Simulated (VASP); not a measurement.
Runs of VASP 6.6.1 on Si. The structure is that of space group Fd-3m (No. 227), or close to it. The cells are those of the table. 

```csv
cell,gap on the mesh (eV),pressure (GPa)
"a = 3.707, b = 3.707, c = 6.420 Å, angles 73.2, 73.2, 60.0°, 4 atoms",0.42,(c)
"a = 3.944, b = 3.944, c = 6.831 Å, angles 73.2, 73.2, 60.0°, 4 atoms",0.74,-4.6
"a = 3.789, b = 3.789, c = 6.562 Å, angles 73.2, 73.2, 60.0°, 4 atoms",0.55,6.2
"a = 3.868, b = 3.868, c = 6.699 Å, angles 73.2, 73.2, 60.0°, 4 atoms",(b),-0.1
"a = 3.829, b = 3.829, c = 6.632 Å, angles 73.2, 73.2, 60.0°, 4 atoms",0.60,(a)
```

Alike in all rows: task single point; level PBE; potentials or basis VASP PAW PBE potentials, release 64 (Si); no spin polarisation; k mesh 8 × 8 × 4; cutoff (eV) 520; smearing gaussian 0.02 eV.

Task: Fill in the values left out.

Result: (a) 2.8; (b) 0.65; (c) 14.8.

Caveats: the cell stands under pressure (at least some runs); the cell stands under tension (at least some runs).

A k mesh can miss the band edges.
